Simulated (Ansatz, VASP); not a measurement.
SiW6 in VASP and in Ansatz

```xyz
7
Lattice="4.4683 0.0000 0.0000 -2.2341 3.8696 0.0000 0.0000 0.0000 21.7259" Properties=species:S:1:pos:R:3 pbc="T T T"
W     2.2341    1.2899    4.0000
W     0.0000    2.5797    4.9121
W     0.0000    0.0000    5.8242
W     2.2341    1.2899    6.6718
W     0.0000    2.5797    7.5323
W     0.0000    0.0000    8.3259
Si    3.4753    0.8599   10.8259
```

Alike in both runs: task single point; functional PBE; dispersion D3(BJ); k mesh 6 × 6 × 1; occupations gaussian, width 0.1 eV; no spin polarisation.

```csv
,VASP,Ansatz
version,VASP 6.6.1,Ansatz 0.2.0
potentials or method,"VASP PAW PBE potentials, release 64 (W_sv, Si), cutoff 520 eV","scalar-relativistic, plane waves, PAW"
valence electrons in the cell,88,88
```

|  | VASP | Ansatz | Ansatz less VASP |
| --- | --- | --- | --- |
| gap on the k mesh at the Fermi level (eV) | none | none | - |
| rms of the force components (eV/Å) | 0.937 | 0.927 | -0.0104 |

Atom by atom the forces differ by 0.021 eV/Å (rms over components). A gap of «none» marks a metal or a gap that the smearing closes.

Neither program's run includes spin-orbit coupling.
